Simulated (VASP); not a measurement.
Here is a VASP 6.6.1 calculation.

File INCAR:

```
SYSTEM = InSe
PREC = Accurate
ENCUT = 520
EDIFF = 1E-6
ISMEAR = 0
SIGMA = 0.1
LREAL = .FALSE.
LASPH = .TRUE.
NELM = 100
ALGO = Normal
ISIF = 2
LWAVE = .FALSE.
LCHARG = .FALSE.
GGA = PE
NBANDS = 27
```

The input KPOINTS:

```
Automatic mesh
0
G
  6 6 6
  0 0 0
```

The input POSCAR:

```
InSe
1.0
    2.0606634180      1.1897245791      7.3529350765
   -2.0606634180      1.1897245791      7.3529350765
    0.0000000000     -2.3794491582      7.3529350765
In Se
2 2
Direct
    0.5000000000      0.5000000000      0.5000000000
    0.0000000000      0.0000000000      0.0000000000
    0.7630570253      0.7630570253      0.7630570253
    0.2369429747      0.2369429747      0.2369429747
```

Potentials or basis: VASP PAW PBE potentials, release 64 (In_d, Se).

The run is started by

```console
$ cat potpaw_PBE.64/In_d/POTCAR potpaw_PBE.64/Se/POTCAR > POTCAR
$ mpirun -np 1 vasp_std > vasp.out
```

Task: Estimate the pressure.

Result: 0.1 GPa.

Task: What does it give for the band gap on the k mesh?

Result: Zero (bands 19 and 20 overlap by 0.51 eV).

Stress tensor (GPa, compression positive):
```
0.09 0.00 0.00
0.00 0.09 0.00
0.00 0.00 0.19
```

Caveat: spin-orbit coupling is left out, which moves the levels of the heavy elements.
